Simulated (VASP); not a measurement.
# Sn (I4_1/amd) in VASP: single point with PBE

Aim: the single point of Sn with PBE.

All numbers are computed with VASP 6.6.1; they aren't measurements. Logs are shortened: lines on timing, memory, paths and dates and some standing lists are left out, and cuts for length are marked.

**1. The cell of the first run**

It takes space group I4_1/amd (No. 141, tetragonal). The conventional cell has a = 4.486 Å, b = 4.486 Å, c = 2.425 Å, α = 90.00°, β = 90.00°, γ = 90.00°. Within 3.1 Å of Sn (site symmetry -4m2) lie 10 Sn at 2.32 to 2.89 Å.

**2. Single point, PBE (12.20 Å³/atom)**

Input file POSCAR:

```
Sn
1.0
   -2.2431720579      2.2431720579      1.2127430682
    2.2431720579     -2.2431720579      1.2127430682
    2.2431720579      2.2431720579     -1.2127430682
Sn
2
Direct
   -0.3750000000     -0.1250000000     -0.2500000000
    0.3750000000      0.1250000000      0.2500000000
```

Input file INCAR.step1:

```
  ALGO = Normal
  EDIFF = 1E-7
  ENCUT = 520
  GGA = PE
  ISIF = 2
  ISMEAR = -1
  LASPH = True
  LCHARG = True
  LREAL = False
  LWAVE = False
  NBANDS = 21
  NELM = 100
  PREC = Accurate
  SIGMA = 0.05
```

Input file KPOINTS.step1:

```
k-points
0
Gamma
  13 13 13
```

Input file INCAR.step2:

```
  ALGO = Normal
  EDIFF = 1E-7
  ENCUT = 520
  GGA = PE
  ICHARG = 11
  ISIF = 2
  ISMEAR = -5
  LASPH = True
  LCHARG = False
  LORBIT = 10
  LREAL = False
  LWAVE = False
  NEDOS = 1001
  NELM = 100
  PREC = Accurate
  SIGMA = 0.05
```

Input file KPOINTS.step2:

```
k-points
0
Gamma
  20 20 20
```

Potentials or basis: VASP PAW PBE potentials, release 64 (Sn_d).

Run with:

```bash
$ cat potpaw_PBE.64/Sn_d/POTCAR > POTCAR
$ cp INCAR.step1 INCAR
$ cp KPOINTS.step1 KPOINTS
$ mpirun -np 1 vasp_std > vasp.out
$ cp INCAR.step2 INCAR
$ cp KPOINTS.step2 KPOINTS
$ mpirun -np 1 vasp_std > vasp.out
```

OUTCAR:

```text
EDIFF = 1E-7
   ENCUT = 520
   GGA = PE
   ICHARG = 11
   ISIF = 2
   ISMEAR = -5
   LASPH = True
   LORBIT = 10
   LREAL = False
   NELM = 100
   PREC = Accurate

 ion  position               nearest neighbor table
   1  0.625  0.875  0.750-   2 2.32   2 2.32   2 2.32   2 2.32   2 2.89   2 2.89   2 2.89   2 2.89

   2  0.375  0.125  0.250-   1 2.32   1 2.32   1 2.32   1 2.32   1 2.89   1 2.89   1 2.89   1 2.89

  LATTYP: Found a body centered tetragonal cell.
 ALAT       =     4.4863441158
 C/A-ratio  =     0.5406375601

  Lattice vectors:

 A1 = (  -2.2431720579,   2.2431720579,   1.2127430682)
 A2 = (   2.2431720579,  -2.2431720579,   1.2127430682)
 A3 = (   2.2431720579,   2.2431720579,  -1.2127430682)

Analysis of symmetry for initial positions (statically):
=====================================================================
 Subroutine PRICEL returns:
 Original cell was already a primitive cell.

 Routine SETGRP: Setting up the symmetry group for a
 body centered tetragonal supercell.

 Subroutine GETGRP returns: Found 16 space group operations
 (whereof  4 operations were pure point group operations)
 out of a pool of 16 trial point group operations.

The static configuration has the point symmetry C_2h.
 The point group associated with its full space group is D_4h.

Analysis of symmetry for dynamics (positions and initial velocities):
=====================================================================
 Subroutine PRICEL returns:
 Original cell was already a primitive cell.

 Routine SETGRP: Setting up the symmetry group for a
 body centered tetragonal supercell.

 Subroutine GETGRP returns: Found 16 space group operations
 (whereof  4 operations were pure point group operations)
 out of a pool of 16 trial point group operations.

The dynamic configuration has the point symmetry C_2h.
 The point group associated with its full space group is D_4h.

 Subroutine INISYM returns: Found 16 space group operations
 (whereof  4 operations are pure point group operations),
 and found     1 'primitive' translations

----------------------------------------------------------------------------------------

                                     Primitive cell

  volume of cell :      24.4092

  direct lattice vectors                    reciprocal lattice vectors
    -2.243172058  2.243172058  1.212743068     0.000000000  0.222898640  0.412288483
     2.243172058 -2.243172058  1.212743068     0.222898640  0.000000000  0.412288483
     2.243172058  2.243172058 -1.212743068     0.222898640  0.222898640  0.000000000

  length of vectors
     3.396231369  3.396231369  3.396231369     0.468684965  0.468684965  0.315226279

  position of ions in fractional coordinates (direct lattice)
     0.625000000  0.875000000  0.750000000
     0.375000000  0.125000000  0.250000000

  ion indices of the primitive-cell ions
   primitive index   ion index
                 1           1
                 2           2

----------------------------------------------------------------------------------------

 KPOINTS: k-points

Automatic generation of k-mesh.
 Grid dimensions read from file:
 generate k-points for:   20   20   20

 Generating k-lattice:

  Cartesian coordinates                     Fractional coordinates (reciprocal lattice)
     0.000000000  0.011144932  0.020614424     0.050000000 -0.000000000  0.000000000
     0.011144932  0.000000000  0.020614424    -0.000000000  0.050000000  0.000000000
     0.011144932  0.011144932  0.000000000     0.000000000  0.000000000  0.050000000

  Length of vectors
     0.023434248  0.023434248  0.015761314

  Shift w.r.t. Gamma in fractional coordinates (k-lattice)
     0.000000000  0.000000000  0.000000000

 TETIRR: Found  19503 inequivalent tetrahedra from    48000

 Subroutine IBZKPT returns following result:
 ===========================================

 Found    641 irreducible k-points:

 Following reciprocal coordinates:
            Coordinates               Weight
  0.000000  0.000000  0.000000      1.000000
  0.050000  0.000000  0.000000      8.000000
  0.100000  0.000000  0.000000      8.000000
  0.150000  0.000000  0.000000      8.000000
  0.200000  0.000000  0.000000      8.000000
  0.250000  0.000000 -0.000000      8.000000
[... 16 lines left out ...]
 -0.400000  0.050000  0.000000     16.000000
 -0.350000  0.050000 -0.000000     16.000000
 [... further k-points ...]
   k-points           NKPTS =    641   k-points in BZ     NKDIM =    641   number of bands    NBANDS=     18
   number of dos      NEDOS =   1001   number of ions     NIONS =      2
   total plane-waves  NPLWV =  21952
   dimension x,y,z NGX =    28 NGY =   28 NGZ =   28
   dimension x,y,z NGXF=    56 NGYF=   56 NGZF=   56
   ions per type =               2
   NGX,Y,Z   is equivalent  to a cutoff of  13.71, 13.71, 13.71 a.u.
   NGXF,Y,Z  is equivalent  to a cutoff of  27.41, 27.41, 27.41 a.u.
 SYSTEM =  unknown system
   PREC   = accura    normal or accurate (medium, high low for compatibility)
   ISTART =      0    job   : 0-new  1-cont  2-samecut
   ICHARG =     11    charge: 1-file 2-atom 10-const
   ISPIN  =      1    spin polarized calculation?
   LNONCOLLINEAR =      F non collinear calculations
   LSORBIT =      F    spin-orbit coupling
   LASPH  =      T    aspherical Exc in radial PAW
   ENCUT  =  520.0 eV  38.22 Ry    6.18 a.u.   6.31  6.31  6.31*2*pi/ulx,y,z
   NELM   =    100;   NELMIN=  2; NELMDL=  0     # of ELM steps
   EDIFF  = 0.1E-06   stopping-criterion for ELM
   LREAL  =      F    real-space projection
   EDIFFG = 0.1E-05   stopping-criterion for IOM
   NSW    =      0    number of steps for IOM
   IBRION =     -1    ionic relax: 0-MD 1-quasi-New 2-CG
   NFREE  =      0    steps in history (QN), initial steepest desc. (CG)
   ISIF   =      2    stress and relaxation
   ISYM   =      2    0-nonsym 1-usesym 2-fastsym
   POTIM  = 0.5000    time-step for ionic-motion
   TEBEG  =    0.0;   TEEND  =   0.0 temperature during run
   PSTRESS=    0.0 pullay stress
   NELECT =      28.0000    total number of electrons
   NUPDOWN=      -1.0000    fix difference up-down
   EMIN   =  10.00;   EMAX   =-10.00  energy-range for DOS
   EFERMI =   0.00;   METHOD = LEGACY
   ISMEAR =    -5;   SIGMA  =   0.05  broadening in eV -4-tet -1-fermi 0-gaus
   EFERMI_NEDOS =   21; number of points for ismear=-14 and -15
   IALGO  =     38    algorithm
   IMIX   =      4    mixing-type and parameters
     AMIX     =   0.40;   BMIX     =  1.00
     AMIX_MAG =   1.60;   BMIX_MAG =  1.00
  volume/ion in A,a.u.               =      12.20        82.36
  Fermi-wavevector in a.u.,A,eV,Ry     =   1.713732  3.238484 39.958633  2.936877
  Thomas-Fermi vector in A             =   2.791421
   LORBIT       =     10    0 simple, 1 ext, 2 COOP (PROOUT), +10 PAW based schemes
   GGA     = PE    functional components
   LHFCALC =     F    Hartree Fock is set to
   AEXX    =    0.0000 exact exchange contribution
   IVDW    =     0    specifies the selected vdW correction
   LEPSILON=     F    determine dielectric tensor
   LRPA    =     F    only Hartree local field effects (RPA)
 non-spin polarized calculation
 Fermi weights with tetrahedron method with Bloechl corrections
  energy-cutoff  :      520.00
  volume of cell :       24.41
 maximum number of plane-waves:       677
 NGX is ok and might be reduce to    28

 number of electron      28.0000010 magnetization

 Free energy of the ion-electron system (eV)
  ---------------------------------------------------
  ext. energy  EPLUGINS =         0.00000000
  ---------------------------------------------------
  free energy    TOTEN  =         6.32410188 eV

  energy without entropy =        6.32410188  energy(sigma->0) =        6.32410188

 E-fermi :  23.6338     XC(G=0): -14.7116

 val. band max:       23.9977796606   @ k =   0.4500   0.4500   0.0500
 cond. band min:      23.5891004641   @ k =  -0.1000  -0.3000   0.0500
 fundamental gap:     -0.4086791965
 Fermi energy:        23.6337853340

 k-point     1 :       0.0000    0.0000    0.0000
  band No.  band energies     occupation
      1      -2.6408      2.00000
      2      -2.2355      2.00000
      3      -1.9901      2.00000
      4      -1.8929      2.00000
      5      -0.3214      2.00000
      6      -0.3214      2.00000
[... 10 lines left out ...]
     17      32.2777      0.00000
     18      37.1221      0.00000

 k-point     2 :       0.0500    0.0000    0.0000
  band No.  band energies     occupation
      1      -2.6305      2.00000
      2      -2.2144      2.00000
      3      -1.9535      2.00000
      4      -1.8391      2.00000
      5      -0.3978      2.00000
      6      -0.3942      2.00000
[... 10 lines left out ...]
     17      32.4101      0.00000
     18      34.9856      0.00000

 k-point     3 :       0.1000    0.0000    0.0000
  band No.  band energies     occupation
      1      -2.5978      2.00000
      2      -2.1530      2.00000
      3      -1.8509      2.00000
      4      -1.6885      2.00000
      5      -0.5396      2.00000
      6      -0.5115      2.00000
[... 10 lines left out ...]
     17      32.5986      0.00000
     18      32.7755      0.00000

 k-point     4 :       0.1500    0.0000    0.0000
  band No.  band energies     occupation
      1      -2.5419      2.00000
      2      -2.0574      2.00000
      3      -1.7075      2.00000
      4      -1.4709      2.00000
      5      -0.7149      2.00000
      6      -0.6170      2.00000
[... 10 lines left out ...]
     17      31.2986      0.00000
     18      31.8016      0.00000

 k-point     5 :       0.2000    0.0000    0.0000
  band No.  band energies     occupation
      1      -2.4685      2.00000
      2      -1.9391      2.00000
      3      -1.5757      2.00000
      4      -1.2438      2.00000
      5      -0.9026      2.00000
      6      -0.6459      2.00000
[... 10 lines left out ...]
     17      30.2215      0.00000
     18      30.4363      0.00000

 k-point     6 :       0.2500    0.0000   -0.0000
  band No.  band energies     occupation
      1      -2.3897      2.00000
      2      -1.8207      2.00000
      3      -1.5186      2.00000
      4      -1.1124      2.00000
      5      -1.0720      2.00000
      6      -0.5928      2.00000
[... 10 lines left out ...]
     17      28.7548      0.00000
     18      28.9367      0.00000

 k-point     7 :       0.3000    0.0000    0.0000
  band No.  band energies     occupation
      1      -2.3202      2.00000
      2      -1.7475      2.00000
      3      -1.5238      2.00000
      4      -1.1786      2.00000
      5      -1.1721      2.00000
      6      -0.5846      2.00000
[... 10 lines left out ...]
     17      28.7250      0.00000
     18      28.7609      0.00000

 k-point     8 :       0.3500    0.0000    0.0000
  band No.  band energies     occupation
      1      -2.2689      2.00000
      2      -1.7649      2.00000
      3      -1.5334      2.00000
      4      -1.3528      2.00000
      5      -1.1561      2.00000
      6      -0.6814      2.00000
[... 10 lines left out ...]
     17      28.3308      0.00000
     18      30.0483      0.00000
[... 229 lines left out ...]
     17      27.5736      0.00000
     18      31.7192      0.00000

 k-point    20 :       0.4500    0.0500    0.0000
  band No.  band energies     occupation
      1      -2.2092      2.00000
      2      -1.9061      2.00000
      3      -1.7178      2.00000
      4      -1.4675      2.00000
      5      -0.9437      2.00000
      6      -0.8460      2.00000
[... 10 lines left out ...]
     17      27.3804      0.00000
     18      31.9783      0.00000

 k-point    21 :       0.5000    0.0500   -0.0000
  band No.  band energies     occupation
      1      -2.1887      2.00000
      2      -1.8828      2.00000
      3      -1.7305      2.00000
      4      -1.4694      2.00000
      5      -0.9378      2.00000
      6      -0.8308      2.00000
[... 10 lines left out ...]
     17      27.3762      0.00000
     18      32.0219      0.00000

 k-point    22 :      -0.4500    0.0500    0.0000
  band No.  band energies     occupation
      1      -2.1979      2.00000
      2      -1.8272      2.00000
      3      -1.6346      2.00000
      4      -1.4879      2.00000
      5      -0.9922      2.00000
      6      -0.7838      2.00000
[... 10 lines left out ...]
     17      27.5553      0.00000
     18      31.7314      0.00000

 k-point    23 :      -0.4000    0.0500    0.0000
  band No.  band energies     occupation
      1      -2.2276      2.00000
      2      -1.7534      2.00000
      3      -1.5196      2.00000
      4      -1.4662      2.00000
      5      -1.0674      2.00000
      6      -0.7103      2.00000
[... 10 lines left out ...]
     17      27.9057      0.00000
     18      30.4658      0.00000

 k-point    24 :      -0.3500    0.0500   -0.0000
  band No.  band energies     occupation
      1      -2.2743      2.00000
      2      -1.7113      2.00000
      3      -1.5387      2.00000
      4      -1.2972      2.00000
      5      -1.0950      2.00000
      6      -0.6209      2.00000
[... 10 lines left out ...]
     17      28.3729      0.00000
     18      29.1793      0.00000

 [... further k-points ...]

------------------------ aborting loop because EDIFF is reached ----------------------------------------

  FORCE on cell =-STRESS in cart. coord.  units (eV):
  Direction    XX          YY          ZZ          XY          YZ          ZX
  --------------------------------------------------------------------------------------
  -------------------------------------------------------------------------------------
  Total       47.0482608     47.0482608     47.1722369      0.0000000      0.0000000     -0.0000000
  in kB     3088.1628288   3088.1628288   3096.3003960      0.0000000      0.0000000     -0.0000000
  external PRESSURE =    3090.8753512 kB  Pullay stress =       0.0000000 kB

 VOLUME and BASIS-vectors are now :
 -----------------------------------------------------------------------------
  energy-cutoff  :      520.00
  volume of cell :       24.41
      direct lattice vectors                 reciprocal lattice vectors
    -2.243172058  2.243172058  1.212743068     0.000000000  0.222898640  0.412288483
     2.243172058 -2.243172058  1.212743068     0.222898640  0.000000000  0.412288483
     2.243172058  2.243172058 -1.212743068     0.222898640  0.222898640  0.000000000

 POSITION                                       TOTAL-FORCE (eV/Angst)
 -----------------------------------------------------------------------------------
      2.24317      1.12159      0.90956        -0.000000      0.000000      0.000000
      0.00000      1.12159      0.30319         0.000000     -0.000000     -0.000000
 -----------------------------------------------------------------------------------
    total drift:                               -0.000000      0.000000     -0.000000

  FREE ENERGIE OF THE ION-ELECTRON SYSTEM (eV)
  ---------------------------------------------------
  free  energy   TOTEN  =         6.3241018780 eV

  energy  without entropy=        6.3241018780  energy(sigma->0) =        6.32410188

 total charge

# of ion       s       p       d       tot
------------------------------------------
    1        1.314   2.229  10.419  13.962
    2        1.314   2.229  10.419  13.962
--------------------------------------------------
tot          2.627   4.458  20.839  27.924
```

Run time: 3.8 min. Hardware: 1 thread of AMD EPYC 9R45 (Zen 5), shared host; peak memory 0.36 GiB.

What came out:

* Valence electrons inside the program's atomic spheres: Sn 13.96

Levels at points of the mesh, in eV from the Fermi level:
```csv
k point,band 11,band 12,band 13,band 14,band 15,band 16,band 17,band 18
"(0.00, 0.00, 0.00)",-20.79,-5.78,-5.78,-0.57,1.12,8.64,8.64,13.49
"(0.50, 0.00, 0.00)",-11.38,-9.75,-4.71,-3.72,-0.77,0.82,3.89,8.15
"(0.50, 0.50, 0.00)",-16.23,-16.23,0.06,0.06,2.42,2.42,8.06,8.06
"(0.50, 0.50, 0.50)",-12.10,-12.10,-10.62,-10.62,7.81,7.81,13.32,13.32
```

Caveat: spin-orbit coupling is left out, which moves the levels of the heavy elements; tetrahedron occupations give inexact forces and stress in metals.
